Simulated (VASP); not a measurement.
# CaF2 (Fluorite) (Fm-3m) in VASP: further runs

The runs below take CaF2 (Fluorite) through single point, with PBEsol.

All numbers are computed with VASP 6.6.1; they aren't measurements. Logs are shortened: lines on timing, memory, paths and dates and some standing lists are left out, and cuts for length are marked.

**1. The cell of the first run**

The structure is cubic, space group Fm-3m (No. 225). The conventional cell has a = 5.413 Å, b = 5.413 Å, c = 5.413 Å, α = 90.00°, β = 90.00°, γ = 90.00°. Ca (site symmetry m-3m) has 8 F at 2.34 Å within 3.1 Å. Within 3.1 Å of F (site symmetry -43m) lie 4 Ca at 2.34 Å and 6 F at 2.71 Å.

**2. Single point, PBEsol**

Input file INCAR:

```
SYSTEM = CaF2
PREC     = Accurate       ! precision mode
ENCUT    = 600            ! plane-wave cutoff, eV
EDIFF    = 1E-6           ! SCF threshold, eV
ISMEAR   = -1             ! smearing method
SIGMA    = 0.02           ! smearing width, eV
LREAL    = .FALSE.        ! projectors in reciprocal space
LASPH    = .TRUE.         ! aspherical terms in the spheres
NELM     = 120            ! most SCF steps
ALGO     = Normal         ! electronic algorithm
ISIF     = 2              ! what is computed and relaxed
LWAVE    = .FALSE.        ! write WAVECAR
LCHARG   = .FALSE.        ! write CHGCAR
GGA      = PS             ! functional
NBANDS   = 19             ! bands
GGA_COMPAT= .FALSE.
```

Input file KPOINTS:

```
Automatic mesh
0
G
  6 6 6
  0 0 0
```

Input file POSCAR:

```
CaF2
1.0
    0.0000000000      2.7065054070      2.7065054070
    2.7065054070      0.0000000000      2.7065054070
    2.7065054070      2.7065054070      0.0000000000
Ca F
1 2
Direct
    0.0000000000      0.0000000000      0.0000000000
    0.2500000000      0.2500000000      0.2500000000
    0.7500000000      0.7500000000      0.7500000000
```

Potentials or basis: VASP PAW PBE potentials, release 64 (Ca_sv, F).

On the command line:

```
$ cat potpaw_PBE.64/Ca_sv/POTCAR potpaw_PBE.64/F/POTCAR > POTCAR
$ mpirun -np 1 vasp_std > vasp.out
```

OUTCAR:

```text
SYSTEM = CaF2
   PREC = Accurate
   ENCUT = 600
   EDIFF = 1E-6
   ISMEAR = -1
   LREAL = .FALSE.
   LASPH = .TRUE.
   NELM = 120
   ISIF = 2
   GGA = PS

 ion  position               nearest neighbor table
   1  0.000  0.000  0.000-   3 2.34   3 2.34   3 2.34   2 2.34   3 2.34   2 2.34   2 2.34   2 2.34

   2  0.250  0.250  0.250-   1 2.34   1 2.34   1 2.34   1 2.34
   3  0.750  0.750  0.750-   1 2.34   1 2.34   1 2.34   1 2.34

  LATTYP: Found a face centered cubic cell.
 ALAT       =     5.4130108140

  Lattice vectors:

 A1 = (   0.0000000000,   2.7065054070,   2.7065054070)
 A2 = (   2.7065054070,   0.0000000000,   2.7065054070)
 A3 = (   2.7065054070,   2.7065054070,   0.0000000000)

Analysis of symmetry for initial positions (statically):
=====================================================================
 Subroutine PRICEL returns:
 Original cell was already a primitive cell.

 Routine SETGRP: Setting up the symmetry group for a
 face centered cubic supercell.

 Subroutine GETGRP returns: Found 48 space group operations
 (whereof 48 operations were pure point group operations)
 out of a pool of 48 trial point group operations.

The static configuration has the point symmetry O_h .

Analysis of symmetry for dynamics (positions and initial velocities):
=====================================================================
 Subroutine PRICEL returns:
 Original cell was already a primitive cell.

 Routine SETGRP: Setting up the symmetry group for a
 face centered cubic supercell.

 Subroutine GETGRP returns: Found 48 space group operations
 (whereof 48 operations were pure point group operations)
 out of a pool of 48 trial point group operations.

The dynamic configuration has the point symmetry O_h .

 Subroutine INISYM returns: Found 48 space group operations
 (whereof 48 operations are pure point group operations),
 and found     1 'primitive' translations

----------------------------------------------------------------------------------------

                                     Primitive cell

  volume of cell :      39.6512

  direct lattice vectors                    reciprocal lattice vectors
     0.000000000  2.706505407  2.706505407    -0.184740071  0.184740071  0.184740071
     2.706505407  0.000000000  2.706505407     0.184740071 -0.184740071  0.184740071
     2.706505407  2.706505407  0.000000000     0.184740071  0.184740071 -0.184740071

  length of vectors
     3.827576653  3.827576653  3.827576653     0.319979188  0.319979188  0.319979188

  position of ions in fractional coordinates (direct lattice)
     0.000000000  0.000000000  0.000000000
     0.250000000  0.250000000  0.250000000
     0.750000000  0.750000000  0.750000000

  ion indices of the primitive-cell ions
   primitive index   ion index
                 1           1
                 2           2
                 3           3

----------------------------------------------------------------------------------------

 KPOINTS: Automatic mesh

Automatic generation of k-mesh.
 Grid dimensions read from file:
 generate k-points for:    6    6    6

 Generating k-lattice:

  Cartesian coordinates                     Fractional coordinates (reciprocal lattice)
    -0.030790012  0.030790012  0.030790012     0.166666667  0.000000000  0.000000000
     0.030790012 -0.030790012  0.030790012     0.000000000  0.166666667  0.000000000
     0.030790012  0.030790012 -0.030790012     0.000000000  0.000000000  0.166666667

  Length of vectors
     0.053329865  0.053329865  0.053329865

  Shift w.r.t. Gamma in fractional coordinates (k-lattice)
     0.000000000  0.000000000  0.000000000

 Subroutine IBZKPT returns following result:
 ===========================================

 Found     16 irreducible k-points:

 Following reciprocal coordinates:
            Coordinates               Weight
  0.000000  0.000000  0.000000      1.000000
  0.166667  0.000000  0.000000      8.000000
  0.333333  0.000000  0.000000      8.000000
  0.500000  0.000000  0.000000      4.000000
  0.166667  0.166667  0.000000      6.000000
  0.333333  0.166667  0.000000     24.000000
[... 8 lines left out ...]
 -0.333333  0.333333  0.166667     24.000000
 -0.333333  0.500000  0.166667     12.000000
   k-points           NKPTS =     16   k-points in BZ     NKDIM =     16   number of bands    NBANDS=     19
   number of dos      NEDOS =    301   number of ions     NIONS =      3
   total plane-waves  NPLWV =  32768
   dimension x,y,z NGX =    32 NGY =   32 NGZ =   32
   dimension x,y,z NGXF=    64 NGYF=   64 NGZF=   64
   ions per type =               1   2
   NGX,Y,Z   is equivalent  to a cutoff of  13.90, 13.90, 13.90 a.u.
   NGXF,Y,Z  is equivalent  to a cutoff of  27.80, 27.80, 27.80 a.u.
 SYSTEM =  CaF2
   PREC   = accura    normal or accurate (medium, high low for compatibility)
   ISTART =      0    job   : 0-new  1-cont  2-samecut
   ICHARG =      2    charge: 1-file 2-atom 10-const
   ISPIN  =      1    spin polarized calculation?
   LNONCOLLINEAR =      F non collinear calculations
   LSORBIT =      F    spin-orbit coupling
   LASPH  =      T    aspherical Exc in radial PAW
   ENCUT  =  600.0 eV  44.10 Ry    6.64 a.u.   7.64  7.64  7.64*2*pi/ulx,y,z
   NELM   =    120;   NELMIN=  2; NELMDL= -5     # of ELM steps
   EDIFF  = 0.1E-05   stopping-criterion for ELM
   LREAL  =      F    real-space projection
   EDIFFG = 0.1E-04   stopping-criterion for IOM
   NSW    =      0    number of steps for IOM
   IBRION =     -1    ionic relax: 0-MD 1-quasi-New 2-CG
   NFREE  =      0    steps in history (QN), initial steepest desc. (CG)
   ISIF   =      2    stress and relaxation
   ISYM   =      2    0-nonsym 1-usesym 2-fastsym
   POTIM  = 0.5000    time-step for ionic-motion
   TEBEG  =    0.0;   TEEND  =   0.0 temperature during run
   PSTRESS=    0.0 pullay stress
   NELECT =      24.0000    total number of electrons
   NUPDOWN=      -1.0000    fix difference up-down
   EMIN   =  10.00;   EMAX   =-10.00  energy-range for DOS
   EFERMI =   0.00;   METHOD = LEGACY
   ISMEAR =    -1;   SIGMA  =   0.02  broadening in eV -4-tet -1-fermi 0-gaus
   EFERMI_NEDOS =   21; number of points for ismear=-14 and -15
   IALGO  =     38    algorithm
   IMIX   =      4    mixing-type and parameters
     AMIX     =   0.40;   BMIX     =  1.00
     AMIX_MAG =   1.60;   BMIX_MAG =  1.00
  volume/ion in A,a.u.               =      13.22        89.19
  Fermi-wavevector in a.u.,A,eV,Ry     =   1.384819  2.616928 26.092215  1.917724
  Thomas-Fermi vector in A             =   2.509287
   LORBIT       =      0    0 simple, 1 ext, 2 COOP (PROOUT), +10 PAW based schemes
   GGA     = PS    functional components
   LHFCALC =     F    Hartree Fock is set to
   AEXX    =    0.0000 exact exchange contribution
   IVDW    =     0    specifies the selected vdW correction
   LEPSILON=     F    determine dielectric tensor
   LRPA    =     F    only Hartree local field effects (RPA)
 non-spin polarized calculation
  energy-cutoff  :      600.00
  volume of cell :       39.65
 maximum number of plane-waves:      1363
 NGX is ok and might be reduce to    32
   NGX = 15   NGY = 15   NGZ = 15

 number of electron      23.9999988 magnetization

 Free energy of the ion-electron system (eV)
  ---------------------------------------------------
  ext. energy  EPLUGINS =         0.00000000
  ---------------------------------------------------
  free energy    TOTEN  =       -17.90358361 eV

  energy without entropy =      -17.90358361  energy(sigma->0) =      -17.90358361

 E-fermi :  -0.4339     XC(G=0): -10.0380

 val. band max:       -0.9402161927   @ k =   0.5000   0.5000   0.0000
 cond. band min:       6.3096486940   @ k =   0.0000   0.0000   0.0000
 fundamental gap:      7.2498648867
 Fermi energy:        -0.4339341389

 k-point     1 :       0.0000    0.0000    0.0000
  band No.  band energies     occupation
      1     -36.6220      2.00000
      2     -20.8306      2.00000
      3     -19.9982      2.00000
      4     -17.6465      2.00000
      5     -17.6465      2.00000
      6     -17.6465      2.00000
[... 11 lines left out ...]
     18      10.4992      0.00000
     19      16.0359      0.00000

 k-point     2 :       0.1667    0.0000    0.0000
  band No.  band energies     occupation
      1     -36.6118      2.00000
      2     -20.8996      2.00000
      3     -20.0775      2.00000
      4     -17.6589      2.00000
      5     -17.6589      2.00000
      6     -17.5199      2.00000
[... 11 lines left out ...]
     18      10.4242      0.00000
     19      14.9024      0.00000

 k-point     3 :       0.3333    0.0000    0.0000
  band No.  band energies     occupation
      1     -36.5914      2.00000
      2     -20.9727      2.00000
      3     -20.3068      2.00000
      4     -17.6834      2.00000
      5     -17.6834      2.00000
      6     -17.2515      2.00000
[... 11 lines left out ...]
     18      10.2752      0.00000
     19      13.3714      0.00000

 k-point     4 :       0.5000    0.0000    0.0000
  band No.  band energies     occupation
      1     -36.5812      2.00000
      2     -20.9688      2.00000
      3     -20.4613      2.00000
      4     -17.6955      2.00000
      5     -17.6955      2.00000
      6     -17.1133      2.00000
[... 231 lines left out ...]
     18      11.1668      0.00000
     19      14.4727      0.00000

 k-point    15 :      -0.3333    0.3333    0.1667
  band No.  band energies     occupation
      1     -36.5711      2.00000
      2     -20.8571      2.00000
      3     -20.7361      2.00000
      4     -17.7460      2.00000
      5     -17.3804      2.00000
      6     -17.2478      2.00000
[... 11 lines left out ...]
     18      12.4101      0.00000
     19      13.8128      0.00000

 k-point    16 :      -0.3333    0.5000    0.1667
  band No.  band energies     occupation
      1     -36.5678      2.00000
      2     -21.0134      2.00000
      3     -20.5943      2.00000
      4     -17.7713      2.00000
      5     -17.5062      2.00000
      6     -17.0927      2.00000
[... 11 lines left out ...]
     18      13.7001      0.00000
     19      13.7904      0.00000

------------------------ aborting loop because EDIFF is reached ----------------------------------------

  FORCE on cell =-STRESS in cart. coord.  units (eV):
  Direction    XX          YY          ZZ          XY          YZ          ZX
  --------------------------------------------------------------------------------------
  -------------------------------------------------------------------------------------
  Total        0.1614142      0.1614142      0.1614142      0.0000000      0.0000000     -0.0000000
  in kB        6.5222241      6.5222241      6.5222241      0.0000000      0.0000000     -0.0000000
  external PRESSURE =       6.5222241 kB  Pullay stress =       0.0000000 kB

 VOLUME and BASIS-vectors are now :
 -----------------------------------------------------------------------------
  energy-cutoff  :      600.00
  volume of cell :       39.65
      direct lattice vectors                 reciprocal lattice vectors
     0.000000000  2.706505407  2.706505407    -0.184740071  0.184740071  0.184740071
     2.706505407  0.000000000  2.706505407     0.184740071 -0.184740071  0.184740071
     2.706505407  2.706505407  0.000000000     0.184740071  0.184740071 -0.184740071

 POSITION                                       TOTAL-FORCE (eV/Angst)
 -----------------------------------------------------------------------------------
      0.00000      0.00000      0.00000         0.000000     -0.000000      0.000000
      1.35325      1.35325      1.35325         0.000000      0.000000      0.000000
      4.05976      4.05976      4.05976        -0.000000     -0.000000     -0.000000
 -----------------------------------------------------------------------------------
    total drift:                                0.000000     -0.000000      0.000000

  FREE ENERGIE OF THE ION-ELECTRON SYSTEM (eV)
  ---------------------------------------------------
  free  energy   TOTEN  =       -17.9035836054 eV

  energy  without entropy=      -17.9035836054  energy(sigma->0) =      -17.90358361
```

Run time: 20 s. Hardware: 1 thread of AMD EPYC 9R45 (Zen 5), shared host; peak memory 0.14 GiB.

Results:

- Free energy: -17.9036 eV
- Pressure: 0.7 GPa
- Band gap on the k mesh: 7.25 eV, indirect (least direct gap 7.51 eV)

Caveat: the PAW data sets were made with another functional, which shifts forces and pressure a little. A k mesh can miss the band edges.

**3. Single point, PBEsol**

This run uses another cell than the first one, of 13.58 Å³/atom, 1.027 times its volume.

Input file INCAR:

```
SYSTEM = CaF2
PREC = Accurate ; ENCUT = 600
EDIFF = 1E-6 ; ISMEAR = -1
SIGMA = 0.02 ; LREAL = .FALSE.
LASPH = .TRUE. ; NELM = 120
ALGO = Normal ; ISIF = 2
LWAVE = .FALSE. ; LCHARG = .FALSE.
GGA = PS ; NBANDS = 19
GGA_COMPAT = .FALSE.
```

KPOINTS is that of step 2.

Input file POSCAR:

```
CaF2
1.0
    0.0000000000      2.7310000000      2.7310000000
    2.7310000000      0.0000000000      2.7310000000
    2.7310000000      2.7310000000      0.0000000000
Ca F
1 2
Direct
    0.0000000000      0.0000000000      0.0000000000
    0.2500000000      0.2500000000      0.2500000000
    0.7500000000      0.7500000000      0.7500000000
```

Potentials or basis: VASP PAW PBE potentials, release 64 (Ca_sv, F).

On the command line:

```
$ cat potpaw_PBE.64/Ca_sv/POTCAR potpaw_PBE.64/F/POTCAR > POTCAR
$ mpirun -np 1 vasp_std > vasp.out
```

Run time: 19 s. Hardware: 1 thread of AMD EPYC 9R45 (Zen 5), shared host; peak memory 0.14 GiB.

Results (log left out):

| Item | Value |
| --- | --- |
| Free energy | -17.9027 eV |
| Pressure | -1.7 GPa |
| Band gap on the k mesh | 7.09 eV, indirect (least direct gap 7.35 eV) |

Levels at points of the mesh, in eV from the valence-band top:
```tsv
k point	band 9	band 10	band 11	band 12	band 13	band 14	band 15	band 16
(0.00, 0.00, 0.00)	-2.14	-0.26	-0.26	-0.26	7.09	9.12	9.12	11.23
(0.50, 0.00, 0.00)	-1.31	-1.26	-0.85	-0.85	9.35	9.35	9.70	10.54
(0.50, 0.50, 0.00)	-1.67	-0.37	-0.37	0.00	8.02	9.47	10.07	10.86
```

Caveat: the PAW data sets were made with another functional, which shifts forces and pressure a little.

**4. Single point, PBEsol**

This run uses another cell than the first one, of 13.94 Å³/atom, 1.055 times its volume.

Input file INCAR:

```
ALGO = Normal ; EDIFF = 1E-6
ENCUT = 600 ; GGA = PS
GGA_COMPAT = False ; ISIF = 2
ISMEAR = -1 ; LASPH = True
LCHARG = True ; LELF = True
LREAL = False ; LVHAR = True
LWAVE = False ; NBANDS = 19
NELM = 120 ; PREC = Accurate
SIGMA = 0.02
```

Input file KPOINTS:

```
k-points
0
Gamma
  6 6 6
```

Input file POSCAR:

```
CaF2
1.0
    0.0000000000      2.7550629139      2.7550629139
    2.7550629139      0.0000000000      2.7550629139
    2.7550629139      2.7550629139      0.0000000000
Ca F
1 2
Direct
    0.0000000000      0.0000000000      0.0000000000
    0.2500000000      0.2500000000      0.2500000000
    0.7500000000      0.7500000000      0.7500000000
```

On the command line:

```
$ cat potpaw_PBE.64/Ca_sv/POTCAR potpaw_PBE.64/F/POTCAR > POTCAR
$ mpirun -np 1 vasp_std > vasp.out
```

It took 20 s on 1 thread of AMD EPYC 9R45 (Zen 5), shared host; peak memory 0.14 GiB.

Results (log left out):

```yaml
Free_energy: -17.8871 eV
Pressure: -3.6 GPa
Band_gap_on_the_k_mesh: 6.95 eV, indirect (least direct gap 7.20 eV)
```

Levels at points of the mesh, in eV from the valence-band top:
```
           k point  band 10  band 11  band 12  band 13  band 14  band 15
(0.00, 0.00, 0.00)    -0.25    -0.25    -0.25     6.95     9.02     9.02
(0.50, 0.00, 0.00)    -1.23    -0.83    -0.83     9.23     9.23     9.53
(0.50, 0.50, 0.00)    -0.36    -0.36     0.00     7.95     9.32     9.93
```

Caveat: the PAW data sets were made with another functional, which shifts forces and pressure a little. As with any semilocal functional, this PBEsol gap is likely too small.

**5. Overview**

```tsv
cell	gap on the mesh (eV)	pressure (GPa)
a = 3.828 Å, angles 60.0°, 3 atoms	7.25	0.7
a = 3.862 Å, angles 60.0°, 3 atoms	7.09	-1.7
a = 3.896 Å, angles 60.0°, 3 atoms	6.95	-3.6
```

Alike in all rows: task single point; level PBEsol; potentials or basis VASP PAW PBE potentials, release 64 (Ca_sv, F); no spin polarisation; k mesh 6 × 6 × 6; cutoff (eV) 600; smearing fermi-dirac 0.02 eV.

Caveats: the PAW data sets were made with another functional, which shifts forces and pressure a little.

Total energies depend on the potentials used, so only differences within one code and one set of settings carry meaning.
